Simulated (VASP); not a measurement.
Si:

```
Si
1.0
     3.82801    0.00000    0.00000
     0.00000    6.96665    0.00000
    -0.11816    0.00000    3.93034
Si
6
Direct
  0.00000 0.75416 0.50000
  0.00000 0.24584 0.50000
  0.75615 0.50000 0.17075
  0.24385 0.50000 0.82925
  0.29100 0.00000 0.19441
  0.70900 0.00000 0.80559
```

* Program: VASP 6.6.1
* Task: relaxation of cell and atoms
* Functional: PBE
* Potentials or basis: VASP PAW PBE potentials, release 64 (Si)
* Cutoff: 600 eV
* k mesh: 4 × 4 × 4
* Occupations: gaussian, width 0.1 eV
* Spin: no spin polarisation

At the start: pressure 2.0 GPa; volume 17.47 Å³/atom.

Problem. Where does the relaxation end?

Solution. Over 16 steps the energy falls by 39.9 meV/atom and the volume is 18.00 Å³/atom (+3.1 %); space group P2/m (No. 10, to 0.1 Å) before, Pccm (No. 49, to 0.1 Å).

The path:
```
step  energy change (eV)  largest force (eV/Å)  pressure (GPa)  volume (Å³)
   1              0.0000                1.7002            2.01       104.82
   2             -0.1359                0.3789           -0.56       108.15
   3             -0.1453                0.2583           -0.17       107.41
   4             -0.1569                0.2561            0.12       107.26
   5             -0.1607                0.2533            0.41       107.12
   6             -0.1700                0.2986            0.16       107.52
   7             -0.1882                0.3459           -0.47       108.71
   8             -0.1953                0.3306           -0.45       108.77
   9             -0.2085                0.3294           -0.34       108.98
  10             -0.2095                0.3829           -0.27       109.06
  11             -0.2195                0.3024           -0.24       108.92
  12             -0.2329                0.1929           -0.02       108.49
  13             -0.2363                0.1325           -0.08       108.43
  14             -0.2377                0.1044           -0.14       108.35
  15             -0.2390                0.0480            0.01       108.16
  16             -0.2392                0.0285            0.12       108.02
```

Final structure:
```
Si
1.0
     3.87859    0.00000    0.05604
     0.00000    6.96080    0.00000
    -0.06357    0.00000    4.00011
Si
6
Direct
  0.00000 0.75026 0.50000
  0.00000 0.24974 0.50000
  0.74993 0.50000 0.17544
  0.25007 0.50000 0.82456
  0.25016 0.00000 0.17527
  0.74984 0.00000 0.82473
```

Caveat: the k points lie up to 0.40 Å⁻¹ apart in the final cell.
